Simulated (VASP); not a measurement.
Runs of VASP 6.6.1 on SiC. The structure is that of space group P6_3mc (No. 186), or close to it. The cells are those of the table. 

```csv
task,level,potentials or basis,cell,k mesh,cutoff (eV),smearing,gap on the mesh (eV),pressure (GPa)
single point,LDA,"VASP PAW LDA potentials, release 64 (Si, C)","a = 3.056, b = 3.056, c = 5.016 Å, angles 90.0, 90.0, 120.0°, 4 atoms",12 × 12 × 4,520,fermi-dirac 0.02 eV,2.12,0.4
relaxation of cell and atoms,LDA,"VASP PAW LDA potentials, release 64 (Si, C)","relaxed from a = 3.092, b = 3.092, c = 5.074 Å, angles 90.0, 90.0, 120.0°, 4 atoms",12 × 12 × 4,600,fermi-dirac 0.02 eV,2.12,0.0
single point,r2SCAN,"VASP PAW PBE potentials, release 64 (Si, C)","a = 3.075, b = 3.075, c = 5.048 Å, angles 90.0, 90.0, 120.0°, 4 atoms",12 × 12 × 4,520,fermi-dirac 0.02 eV,(a),-0.2
dielectric tensor,PBE,"VASP PAW PBE potentials, release 64 (Si, C)","a = 3.075, b = 3.075, c = 5.048 Å, angles 90.0, 90.0, 120.0°, 4 atoms",9 × 9 × 4,520,gaussian 0.01 eV,2.27,-
single point,PBE,"VASP PAW PBE potentials, release 64 (Si, C)","a = 3.092, b = 3.092, c = 5.074 Å, angles 90.0, 90.0, 120.0°, 4 atoms",12 × 12 × 6,520,fermi-dirac 0.02 eV,(b),0.0
```

Alike in all rows: no spin polarisation.

Question: Fill in the values left out.

Answer: (a) 2.66; (b) 2.30.

Caveats: the PAW data sets were made with another functional, which shifts forces and pressure a little (some runs).

A k mesh can miss the band edges.
